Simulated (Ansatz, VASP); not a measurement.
## In2As3: VASP beside Ansatz

```
In As
1.0
     5.30866    0.00000    0.00000
     0.00000    5.30866    0.00000
     0.00000    0.00000    5.30866
In As
2 3
Direct
  0.50000 0.50000 0.50000
  0.00000 0.00000 0.00000
  0.00000 0.50000 0.50000
  0.50000 0.00000 0.50000
  0.50000 0.50000 0.00000
```

Alike in both runs: functional PBE; k mesh 8 × 8 × 8; occupations gaussian, width 0.1 eV; no spin polarisation.

Ansatz relaxed the structure, and its values are those at the end. VASP's run is a single point on that final structure, the one shown.

```csv
,VASP,Ansatz
version,VASP 6.6.1,Ansatz 0.2.0
potentials or method,"VASP PAW PBE potentials, release 64 (In_d, As), cutoff 520 eV","scalar-relativistic, plane waves, PAW"
valence electrons in the cell,41,71
```

|  | VASP | Ansatz | Ansatz less VASP |
| --- | --- | --- | --- |
| gap on the k mesh at the Fermi level (eV) | none | none | - |
| pressure (GPa) | 0.1 | 0.0 | -0.01 |

A gap of «none» marks a metal or a gap that the smearing closes. VASP's potentials hold 41 valence electrons a cell and Ansatz's 71, so a difference there can come from the potentials and not from the codes.
